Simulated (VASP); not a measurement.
# GaSb3 (I4mm) in VASP: further runs, part 2 of 3

VASP 6.6.1.

**3. Single point, PBE+D3(BJ) (atom 1 (Ga) moved +0.083 Å along Cartesian [1 0 0])**

Input file INCAR:

```
PREC     = Accurate       # precision mode
ENCUT    = 520            # plane-wave cutoff, eV
EDIFF    = 1E-6           # SCF threshold, eV
ISMEAR   = 0              # smearing method
SIGMA    = 0.15           # smearing width, eV
LREAL    = F              # projectors in reciprocal space
LASPH    = T              # aspherical terms in the spheres
NELM     = 100            # most SCF steps
ALGO     = Normal         # electronic algorithm
ISIF     = 2              # what is computed and relaxed
LWAVE    = F              # write WAVECAR
LCHARG   = F              # write CHGCAR
GGA      = PE             # functional
IVDW     = 12             # dispersion correction
NBANDS   = 22             # bands
```

Input file KPOINTS:

```
regular mesh
0
Gamma
  12 12 12
```

Input file POSCAR:

```
GaSb3
1.0
    0.0000000000      3.6478901005      3.6478901005
    3.6478901005      0.0000000000      3.6478901005
    3.6478901005      3.6478901005      0.0000000000
Ga Sb
1 3
Direct
   -0.0114175589      0.0114175589      0.0114175589
    0.2500000000      0.2500000000      0.2500000000
    0.7500000000      0.7500000000      0.7500000000
    0.5000000000      0.5000000000      0.5000000000
```

Potentials or basis: VASP PAW PBE potentials, release 64 (Ga_d, Sb).

Launch:

```console
$ cat potpaw_PBE.64/Ga_d/POTCAR potpaw_PBE.64/Sb/POTCAR > POTCAR
$ mpirun -np 1 vasp_std > vasp.out
```

OUTCAR:

```text
PREC = Accurate
   ENCUT = 520
   EDIFF = 1E-6
   ISMEAR = 0
   LREAL = F
   LASPH = T
   NELM = 100
   ISIF = 2
   GGA = PE
   IVDW = 12
 IVDW          = 12

 ion  position               nearest neighbor table
   1  0.989  0.011  0.011-   3 3.11   3 3.11   2 3.11   2 3.11   3 3.21   2 3.21   2 3.21   3 3.21

   2  0.250  0.250  0.250-   1 3.11   1 3.11   4 3.16   4 3.16   4 3.16   4 3.16   1 3.21   1 3.21
                             3 3.65   3 3.65   3 3.65   3 3.65   3 3.65   3 3.65
   3  0.750  0.750  0.750-   1 3.11   1 3.11   4 3.16   4 3.16   4 3.16   4 3.16   1 3.21   1 3.21
                             2 3.65   2 3.65   2 3.65   2 3.65   2 3.65   2 3.65
   4  0.500  0.500  0.500-   2 3.16   3 3.16   2 3.16   2 3.16   2 3.16   3 3.16   3 3.16   3 3.16

  LATTYP: Found a face centered cubic cell.
 ALAT       =     7.2957802010

  Lattice vectors:

 A1 = (   0.0000000000,   3.6478901005,   3.6478901005)
 A2 = (   3.6478901005,   0.0000000000,   3.6478901005)
 A3 = (   3.6478901005,   3.6478901005,   0.0000000000)

Analysis of symmetry for initial positions (statically):
=====================================================================
 Subroutine PRICEL returns:
 Original cell was already a primitive cell.

 Routine SETGRP: Setting up the symmetry group for a
 face centered cubic supercell.

 Subroutine GETGRP returns: Found  8 space group operations
 (whereof  8 operations were pure point group operations)
 out of a pool of 48 trial point group operations.

The static configuration has the point symmetry C_4v.

Analysis of symmetry for dynamics (positions and initial velocities):
=====================================================================
 Subroutine PRICEL returns:
 Original cell was already a primitive cell.

 Routine SETGRP: Setting up the symmetry group for a
 face centered cubic supercell.

 Subroutine GETGRP returns: Found  8 space group operations
 (whereof  8 operations were pure point group operations)
 out of a pool of 48 trial point group operations.

The dynamic configuration has the point symmetry C_4v.

 Subroutine INISYM returns: Found  8 space group operations
 (whereof  8 operations are pure point group operations),
 and found     1 'primitive' translations

----------------------------------------------------------------------------------------

                                     Primitive cell

  volume of cell :      97.0857

  direct lattice vectors                    reciprocal lattice vectors
     0.000000000  3.647890101  3.647890101    -0.137065533  0.137065533  0.137065533
     3.647890101  0.000000000  3.647890101     0.137065533 -0.137065533  0.137065533
     3.647890101  3.647890101  0.000000000     0.137065533  0.137065533 -0.137065533

  length of vectors
     5.158895654  5.158895654  5.158895654     0.237404467  0.237404467  0.237404467

  position of ions in fractional coordinates (direct lattice)
     0.988582441  0.011417559  0.011417559
     0.250000000  0.250000000  0.250000000
     0.750000000  0.750000000  0.750000000
     0.500000000  0.500000000  0.500000000

  ion indices of the primitive-cell ions
   primitive index   ion index
                 1           1
                 2           2
                 3           3
[... 25 lines left out ...]

 Found    163 irreducible k-points:

 Following reciprocal coordinates:
            Coordinates               Weight
  0.000000  0.000000  0.000000      1.000000
  0.083333  0.000000  0.000000      8.000000
  0.166667  0.000000  0.000000      8.000000
  0.250000  0.000000  0.000000      8.000000
  0.333333  0.000000  0.000000      8.000000
  0.416667  0.000000  0.000000      8.000000
[... 16 lines left out ...]
  0.000000 -0.333333  0.083333      8.000000
 -0.250000  0.083333  0.000000     16.000000
 [... further k-points ...]
   k-points           NKPTS =    163   k-points in BZ     NKDIM =    163   number of bands    NBANDS=     22
   number of dos      NEDOS =    301   number of ions     NIONS =      4
   total plane-waves  NPLWV =  64000
   dimension x,y,z NGX =    40 NGY =   40 NGZ =   40
   dimension x,y,z NGXF=    80 NGYF=   80 NGZF=   80
   ions per type =               1   3
   NGX,Y,Z   is equivalent  to a cutoff of  12.89, 12.89, 12.89 a.u.
   NGXF,Y,Z  is equivalent  to a cutoff of  25.78, 25.78, 25.78 a.u.
 SYSTEM =  unknown system
   PREC   = accura    normal or accurate (medium, high low for compatibility)
   ISTART =      0    job   : 0-new  1-cont  2-samecut
   ICHARG =      2    charge: 1-file 2-atom 10-const
   ISPIN  =      1    spin polarized calculation?
   LNONCOLLINEAR =      F non collinear calculations
   LSORBIT =      F    spin-orbit coupling
   LASPH  =      T    aspherical Exc in radial PAW
   ENCUT  =  520.0 eV  38.22 Ry    6.18 a.u.   9.59  9.59  9.59*2*pi/ulx,y,z
   NELM   =    100;   NELMIN=  2; NELMDL= -5     # of ELM steps
   EDIFF  = 0.1E-05   stopping-criterion for ELM
   LREAL  =      F    real-space projection
   EDIFFG = 0.1E-04   stopping-criterion for IOM
   NSW    =      0    number of steps for IOM
   IBRION =     -1    ionic relax: 0-MD 1-quasi-New 2-CG
   NFREE  =      0    steps in history (QN), initial steepest desc. (CG)
   ISIF   =      2    stress and relaxation
   ISYM   =      2    0-nonsym 1-usesym 2-fastsym
   POTIM  = 0.5000    time-step for ionic-motion
   TEBEG  =    0.0;   TEEND  =   0.0 temperature during run
   PSTRESS=    0.0 pullay stress
   NELECT =      28.0000    total number of electrons
   NUPDOWN=      -1.0000    fix difference up-down
   EMIN   =  10.00;   EMAX   =-10.00  energy-range for DOS
   EFERMI =   0.00;   METHOD = LEGACY
   ISMEAR =     0;   SIGMA  =   0.15  broadening in eV -4-tet -1-fermi 0-gaus
   EFERMI_NEDOS =   21; number of points for ismear=-14 and -15
   IALGO  =     38    algorithm
   IMIX   =      4    mixing-type and parameters
     AMIX     =   0.40;   BMIX     =  1.00
     AMIX_MAG =   1.60;   BMIX_MAG =  1.00
  volume/ion in A,a.u.               =      24.27       163.79
  Fermi-wavevector in a.u.,A,eV,Ry     =   1.081623  2.043970 15.917558  1.169908
  Thomas-Fermi vector in A             =   2.217644
   LORBIT       =      0    0 simple, 1 ext, 2 COOP (PROOUT), +10 PAW based schemes
   GGA     = PE    functional components
   LHFCALC =     F    Hartree Fock is set to
   AEXX    =    0.0000 exact exchange contribution
   IVDW    =    12    specifies the selected vdW correction
   LEPSILON=     F    determine dielectric tensor
   LRPA    =     F    only Hartree local field effects (RPA)
 non-spin polarized calculation
 Gauss-broadening in eV      SIGMA  =   0.15
  energy-cutoff  :      520.00
  volume of cell :       97.09
 maximum number of plane-waves:      2685
   NGX = 19   NGY = 19   NGZ = 19

 number of electron      27.9999993 magnetization

 Free energy of the ion-electron system (eV)
  ---------------------------------------------------
  ext. energy  EPLUGINS =         0.00000000
  ---------------------------------------------------
  free energy    TOTEN  =       -14.48307495 eV

  energy without entropy =      -14.45868456  energy(sigma->0) =      -14.47087975

 E-fermi :   8.2548     XC(G=0): -10.4907

 val. band max:        8.2432188442   @ k =   0.0000   0.4167   0.2500
 cond. band min:       8.2719271791   @ k =   0.3333   0.1667  -0.4167
 fundamental gap:      0.0287083349
 Fermi energy:         8.2547812060

 k-point     1 :       0.0000    0.0000    0.0000
  band No.  band energies     occupation
      1      -6.5617      2.00000
      2      -6.5617      2.00000
      3      -6.5617      2.00000
      4      -6.5460      2.00000
      5      -6.5452      2.00000
      6      -4.6689      2.00000
[... 589 lines left out ...]
     21      13.6944      0.00000
     22      14.2062      0.00000

 [... further k-points ...]

------------------------ aborting loop because EDIFF is reached ----------------------------------------

 Edisp (eV)   -1.91742

 E8    (eV) :    -0.8850

  FORCE on cell =-STRESS in cart. coord.  units (eV):
  Direction    XX          YY          ZZ          XY          YZ          ZX
  --------------------------------------------------------------------------------------
  -------------------------------------------------------------------------------------
  Total       0.19219     0.21712     0.21712    -0.00000     0.00000     0.00000
  in kB       3.17160     3.58308     3.58308    -0.00000     0.00000     0.00000
  external pressure =        3.45 kB  Pullay stress =        0.00 kB

 VOLUME and BASIS-vectors are now :
 -----------------------------------------------------------------------------
  energy-cutoff  :      520.00
  volume of cell :       97.09
      direct lattice vectors                 reciprocal lattice vectors
     0.000000000  3.647890101  3.647890101    -0.137065533  0.137065533  0.137065533
     3.647890101  0.000000000  3.647890101     0.137065533 -0.137065533  0.137065533
     3.647890101  3.647890101  0.000000000     0.137065533  0.137065533 -0.137065533

 POSITION                                       TOTAL-FORCE (eV/Angst)
 -----------------------------------------------------------------------------------
      0.08330      3.64789      3.64789        -0.149312      0.000000      0.000000
      1.82395      1.82395      1.82395         0.027548     -0.000000     -0.000000
      5.47184      5.47184      5.47184         0.027548      0.000000      0.000000
      3.64789      3.64789      3.64789         0.094217      0.000000      0.000000
 -----------------------------------------------------------------------------------
    total drift:                                0.000403     -0.000001     -0.000001

  FREE ENERGIE OF THE ION-ELECTRON SYSTEM (eV)
  ---------------------------------------------------
  free  energy   TOTEN  =       -16.4004901368 eV

  energy  without entropy=      -16.3760997470  energy(sigma->0) =      -16.38829494
```

It took 7.5 min on 1 thread of Intel Xeon 8259CL, shared host; peak memory 0.49 GiB.

Results:

```yaml
Free_energy: -16.4005 eV
Pressure: 0.3 GPa
Largest_force: 0.149 eV/Å
Band_gap_on_the_k_mesh: zero (bands 14 and 15 overlap by 4.13 eV)
Dispersion_energy_per_atom: -0.479 eV
```

Forces in eV/Å, atoms in the order of the input:
```
Ga  -0.149  0.000  0.000
Sb   0.028  0.000  0.000
Sb   0.028  0.000  0.000
Sb   0.094  0.000  0.000
```

Levels at points of the mesh, in eV from the Fermi level:
```csv
k point,band 10,band 11,band 12,band 13,band 14,band 15,band 16,band 17,band 18,band 19
"(0.00, 0.00, 0.00)",-2.76,-2.76,-2.74,-2.55,-2.55,-2.55,-0.77,-0.77,-0.77,3.39
"(0.50, 0.00, 0.00)",-3.78,-3.78,-2.81,-2.80,-0.20,0.14,2.18,2.19,3.04,3.06
"(0.50, 0.50, 0.00)",-5.51,-5.49,0.90,1.17,1.17,1.26,2.02,2.03,2.27,3.97
"(0.00, 0.50, 0.50)",-5.52,-5.52,0.89,1.16,1.16,1.27,2.03,2.03,2.27,3.97
```

Caveat: the cell differs from its parent crystal (atom 1 (Ga) moved +0.083 Å along Cartesian [1 0 0]); spin-orbit coupling is left out, which moves the levels of the heavy elements.

(Part 2 of 3 ends here.)

The gap in the log of VASP goes by the Fermi energy; the results here count the filled bands.